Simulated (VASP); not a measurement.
A run of VASP 6.6.1 is set up as follows.

INCAR

```
SYSTEM = BN
ALGO = Normal
EDIFF = 1E-6
ENCUT = 520
GGA = CA
ISIF = 2
ISMEAR = 0
LASPH = .TRUE.
LCHARG = .FALSE.
LREAL = .FALSE.
LWAVE = .FALSE.
NBANDS = 11
NELM = 60
PREC = Accurate
SIGMA = 0.01
```

The input KPOINTS:

```
k-points
0
G
  12 12 12
  0 0 0
```

Contents of POSCAR:

```
BN
1.0
    0.0000000000      1.7917561120      1.7917561120
    1.7917561120      0.0000000000      1.7917561120
    1.7917561120      1.7917561120      0.0000000000
B N
1 1
Direct
    0.0000000000      0.0000000000      0.0000000000
    0.7500000000      0.7500000000      0.7500000000
```

Potentials or basis: VASP PAW LDA potentials, release 64 (B, N).

Run with:

```sh
$ cat potpaw_LDA.64/B/POTCAR potpaw_LDA.64/N/POTCAR > POTCAR
$ mpirun -np 1 vasp_std > vasp.out
```

Question: What does it give for the pressure?

Answer: 0.0 GPa.

Question: What does it give for the band gap on the k mesh?

Answer: 4.37 eV, indirect (least direct gap 8.81 eV).

A k mesh can miss the band edges. LDA gaps usually lie below the measured ones, often by a third to a half.
